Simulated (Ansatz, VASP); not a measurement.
## One calculation of SrO, two programs

```xyz
2
Lattice="0.0793 2.6592 2.6592 2.6592 0.0793 2.6592 2.6592 2.6592 0.0793" Properties=species:S:1:pos:R:3 pbc="T T T"
Sr    0.0000    0.0000    0.0000
O     2.6988    2.6988    2.6988
```

Change from the starting cell: shear_111 strain +4.6%.

Alike in both runs: task single point; functional PBE; k mesh 8 × 8 × 8; occupations fermi-dirac, width 0.02 eV; no spin polarisation.

|  | VASP | Ansatz |
| --- | --- | --- |
| version | VASP 6.6.1 | Ansatz 0.2.0 |
| potentials or method | VASP PAW PBE potentials, release 64 (Sr_sv, O) | plane waves, PAW |
| plane-wave cutoff (eV) | 520 | 420 |
| valence electrons in the cell | 16 | 16 |

VASP gave:

```
gap on the k mesh at the Fermi level (eV)                     : 3.24
pressure (GPa)                                                : -1.6
traceless stress, the component that is largest in VASP (GPa) : -1.77
```

**Question.** Estimate Ansatz's values.

**Answer.** gap on the k mesh at the Fermi level (eV): 3.28; pressure (GPa): -2.0; traceless stress, the component that is largest in VASP (GPa): -1.77.

The functional is the same, so the differences come from potentials, cutoffs and numerics.
